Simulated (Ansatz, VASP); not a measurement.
**La in VASP and in Ansatz**

File INCAR:

```
ALGO = Normal
EDIFF = 1E-8
ENCUT = 520
GGA = PE
ISIF = 2
ISMEAR = -1
LASPH = T
LCHARG = F
LEFG = T
LREAL = F
LWAVE = F
NBANDS = 18
NELM = 100
PREC = Accurate
SIGMA = 0.05
```

Contents of KPOINTS:

```
k-points
0
Gamma
  12 12 7
```

POSCAR

```
La
1.0
    3.8572553588      0.0000000000      0.0000000000
   -1.9286276794      3.3404811296      0.0000000000
    0.0000000000      0.0000000000      6.1952989195
La
2
Direct
    0.3333333333      0.6666666667      0.2500000000
    0.6666666667      0.3333333333      0.7500000000
```

Input for Ansatz:

```yaml
crystal:
  lattice:
    - [3.8572553588, 0.0, 0.0]
    - [-1.9286276794, 3.3404811296, 0.0]
    - [0.0, 0.0, 6.1952989195]
  atoms:
    - { symbol: La, position: [0.3333333333, 0.6666666667, 0.25] }
    - { symbol: La, position: [0.6666666667, 0.3333333333, 0.75] }
kpoints:
  mp_grid: { grid: [12, 12, 7] }
scf:
  occupations: { method: fermi_dirac, width: 0.05 }
hamiltonian:
  xc: pbe
  pseudopotentials: { kind: all_electron, datasets: crystal }
output:
  forces: true
  stress: true
  eigenvalues: true
  efg: { contact_densities: true }
```

Change from the starting cell: volume scaled by 1.06, crystal datasets.

Alike in both runs: task electric field gradients; functional PBE; k mesh 12 × 12 × 7; occupations fermi-dirac, width 0.05 eV; no spin polarisation.

|  | VASP | Ansatz |
| --- | --- | --- |
| version | VASP 6.6.1 | Ansatz 0.2.0 |
| potentials or method | VASP PAW PBE potentials, release 64 (La), cutoff 520 eV | all-electron PAW with datasets made for the crystal, scalar-relativistic |

```csv
,VASP,Ansatz,Ansatz less VASP
pressure (GPa),-1.4,-1.4,-0.02
"traceless stress, the component that is largest in VASP (GPa)",-0.07,-0.07,-0.003
size of Vzz on the site where it differs most (V/Å²),16.6,15.2,-1.35
```

Ansatz ran all-electron here, and VASP with PAW potentials.

Neither program's run includes spin-orbit coupling.
